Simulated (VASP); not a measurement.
# Al (Im-3m) in VASP: notebook, part 3 of 3

VASP 6.6.1. The steps go on from the part before.

### Step 5. Relaxation of cell and atoms, r2SCAN

This run uses another cell than the first one, of 16.20 Å³/atom, 1.005 times its volume.

POSCAR reads:

```
Al
1.0
   -1.5940480389      1.5940480389      1.5940480389
    1.5940480389     -1.5940480389      1.5940480389
    1.5940480389      1.5940480389     -1.5940480389
Al
1
Direct
    0.0000000000      0.0000000000      0.0000000000
```

INCAR.step1 reads:

```
SYSTEM = Al
ALGO = Normal ; EDIFF = 1E-4
ENCUT = 600 ; GGA = PE
ISMEAR = 0 ; LASPH = .TRUE.
LCHARG = .FALSE. ; LREAL = .FALSE.
LWAVE = .TRUE. ; NELM = 60
PREC = Accurate ; SIGMA = 0.1
```

INCAR.step2 reads:

```
SYSTEM = Al
ALGO = Normal ; EDIFF = 1E-6
EDIFFG = -0.01 ; ENCUT = 600
IBRION = 2 ; ISIF = 3
ISMEAR = 0 ; ISTART = 1
LASPH = .TRUE. ; LCHARG = .FALSE.
LMIXTAU = .TRUE. ; LREAL = .FALSE.
LWAVE = .FALSE. ; METAGGA = R2SCAN
NELM = 60 ; NSW = 100
PREC = Accurate ; SIGMA = 0.1
```

KPOINTS reads:

```
k-points
0
G
  24 24 24
  0 0 0
```

Potentials or basis: VASP PAW PBE potentials, release 64 (Al).

On the command line:

```sh
cat potpaw_PBE.64/Al/POTCAR > POTCAR
cp INCAR.step1 INCAR
mpirun -np 1 vasp_std > vasp.out
cp INCAR.step2 INCAR
mpirun -np 1 vasp_std > vasp.out
```

OUTCAR:

```text
SYSTEM = Al
   EDIFF = 1E-6
   EDIFFG = -0.01
   ENCUT = 600
   IBRION = 2
   ISIF = 3
   ISMEAR = 0
   ISTART = 1
   LASPH = .TRUE.
   LREAL = .FALSE.
   METAGGA = R2SCAN
   NELM = 60
   NSW = 100
   PREC = Accurate

 ion  position               nearest neighbor table
   1  0.000  0.000  0.000-

  LATTYP: Found a body centered cubic cell.
 ALAT       =     3.1880960778

  Lattice vectors:

 A1 = (  -1.5940480389,   1.5940480389,   1.5940480389)
 A2 = (   1.5940480389,  -1.5940480389,   1.5940480389)
 A3 = (   1.5940480389,   1.5940480389,  -1.5940480389)

Analysis of symmetry for initial positions (statically):
=====================================================================
 Subroutine PRICEL returns:
 Original cell was already a primitive cell.

 Routine SETGRP: Setting up the symmetry group for a
 body centered cubic supercell.

 Subroutine GETGRP returns: Found 48 space group operations
 (whereof 48 operations were pure point group operations)
 out of a pool of 48 trial point group operations.

The static configuration has the point symmetry O_h .

Analysis of symmetry for dynamics (positions and initial velocities):
=====================================================================
 Subroutine PRICEL returns:
 Original cell was already a primitive cell.

 Routine SETGRP: Setting up the symmetry group for a
 body centered cubic supercell.

 Subroutine GETGRP returns: Found 48 space group operations
 (whereof 48 operations were pure point group operations)
 out of a pool of 48 trial point group operations.

The dynamic configuration has the point symmetry O_h .

[... 159 lines left out ...]
 -----------------------------------------------------------------------------
  energy-cutoff  :      600.00
  volume of cell :       16.20
      direct lattice vectors                 reciprocal lattice vectors
    -1.594048039  1.594048039  1.594048039     0.000000000  0.313666833  0.313666833
     1.594048039 -1.594048039  1.594048039     0.313666833  0.000000000  0.313666833
     1.594048039  1.594048039 -1.594048039     0.313666833  0.313666833  0.000000000

 POSITION                                       TOTAL-FORCE (eV/Angst)
 -----------------------------------------------------------------------------------
      0.00000      0.00000      0.00000        -0.000000     -0.000000      0.000000
 -----------------------------------------------------------------------------------
    total drift:                                0.000000     -0.000000     -0.000000

  FREE ENERGIE OF THE ION-ELECTRON SYSTEM (eV)
  ---------------------------------------------------
  free  energy   TOTEN  =        -6.6252157998 eV

  energy  without entropy=       -6.6232076951  energy(sigma->0) =       -6.62421175

--------------------------------------- Ionic step        2  -------------------------------------------

 number of electron       3.0000000 magnetization

 Free energy of the ion-electron system (eV)
  ---------------------------------------------------
  ext. energy  EPLUGINS =         0.00000000
  ---------------------------------------------------
  free energy    TOTEN  =        -6.62526082 eV

  energy without entropy =       -6.62323656  energy(sigma->0) =       -6.62424869

 E-fermi :   8.2808     XC(G=0): -11.0033

 val. band max:        8.2669176201   @ k =  -0.3750   0.4167   0.1667
 cond. band min:       8.2844709845   @ k =  -0.3333   0.5000   0.1667
 fundamental gap:      0.0175533644
 Fermi energy:         8.2808489017

 k-point     1 :       0.0000    0.0000    0.0000
  band No.  band energies     occupation
      1      -3.7543      2.00000
      2      22.4332      0.00000
      3      22.4332      0.00000
      4      22.4332      0.00000
      5      24.5200      0.00000
[... 177 lines left out ...]
 k-point    24 :       0.4583    0.0417    0.0000
  band No.  band energies     occupation
      1       3.1679      2.00000
      2       4.6245      2.00000
      3      16.1091      0.00000
      4      17.3441      0.00000
      5      19.4633      0.00000

 [... further k-points ...]
[... 5 lines left out ...]
  --------------------------------------------------------------------------------------
  -------------------------------------------------------------------------------------
  Total        0.0051856      0.0051856      0.0051856      0.0000000      0.0000000      0.0000000
  in kB        0.5146400      0.5146400      0.5146400      0.0000000      0.0000000      0.0000000
  external PRESSURE =       0.5146400 kB  Pullay stress =       0.0000000 kB

 VOLUME and BASIS-vectors are now :
 -----------------------------------------------------------------------------
  energy-cutoff  :      600.00
  volume of cell :       16.14
      direct lattice vectors                 reciprocal lattice vectors
    -1.592140645  1.592140645  1.592140645     0.000000000  0.314042608  0.314042608
     1.592140645 -1.592140645  1.592140645     0.314042608  0.000000000  0.314042608
     1.592140645  1.592140645 -1.592140645     0.314042608  0.314042608  0.000000000

 POSITION                                       TOTAL-FORCE (eV/Angst)
 -----------------------------------------------------------------------------------
      1.59214      1.59214     -1.59214         0.000000     -0.000000      0.000000
 -----------------------------------------------------------------------------------
    total drift:                               -0.000000     -0.000000      0.000000

  FREE ENERGIE OF THE ION-ELECTRON SYSTEM (eV)
  ---------------------------------------------------
  free  energy   TOTEN  =        -6.6252608152 eV

  energy  without entropy=       -6.6232365647  energy(sigma->0) =       -6.62424869

 reached required accuracy - stopping structural energy minimisation
```

OSZICAR.step1:

```text
N       E                     dE             d eps       ncg     rms          rms(c)
DAV:   1    -0.127228686484E+01   -0.12723E+01   -0.93159E+02  4195   0.376E+02
DAV:   2    -0.364950339463E+01   -0.23772E+01   -0.21955E+01  5210   0.331E+01
DAV:   3    -0.366931519548E+01   -0.19812E-01   -0.19634E-01  5755   0.359E+00
DAV:   4    -0.366936276472E+01   -0.47569E-04   -0.47566E-04  6050   0.155E-01
DAV:   5    -0.366936285450E+01   -0.89786E-07   -0.89882E-07  5880   0.528E-03    0.128E+00
DAV:   6    -0.365470442484E+01    0.14658E-01   -0.18993E-03  5400   0.317E-01    0.736E-01
DAV:   7    -0.364450444684E+01    0.10200E-01   -0.56838E-03  5315   0.514E-01    0.144E-01
DAV:   8    -0.364449936174E+01    0.50851E-05   -0.29518E-05  5425   0.538E-02
   1 F= -.36444994E+01 E0= -.36436142E+01  d E =-.177027E-02
```

Wall time 2.1 min (1 thread of Intel Xeon 6975P-C, shared host); peak memory 0.17 GiB.

Results:

* Free energy: -6.6253 eV
* Relaxed volume: 16.14 Å³/atom
* Relaxed cell: a = 2.758 Å, b = 2.758 Å, c = 2.758 Å, α = 109.47°, β = 109.47°, γ = 109.47°
* Space group after relaxing (to 0.05 Å): Im-3m (No. 229)
* Energy gained by relaxing: 0.0 meV/atom
* Ionic steps: 2
* Pressure after relaxing: 0.1 GPa

Final structure:
```
CELL_PARAMETERS angstrom
-1.59214 1.59214 1.59214
1.59214 -1.59214 1.59214
1.59214 1.59214 -1.59214
ATOMIC_POSITIONS crystal
Al 0.00000 0.00000 0.00000
```

Caveat: the PAW data sets were made with another functional, which shifts forces and pressure a little.

### Step 6. Overview

```tsv
task	cell	k mesh	cutoff (eV)	gap on the mesh (eV)	pressure (GPa)
single point	a = 2.756 Å, angles 109.5°, 1 atom	8 × 8 × 8	520	none	0.0
single point	a = 2.762 Å, angles 109.5°, 1 atom	24 × 24 × 24	520	none	-0.3
relaxation of cell and atoms	relaxed from a = 2.761 Å, angles 109.5°, 1 atom	24 × 24 × 24	600	none	0.1
```

Alike in all rows: level r2SCAN; potentials or basis VASP PAW PBE potentials, release 64 (Al); no spin polarisation; smearing gaussian 0.1 eV.

Caveats: the PAW data sets were made with another functional, which shifts forces and pressure a little.

Total energies depend on the potentials used, so only differences within one code and one set of settings carry meaning.
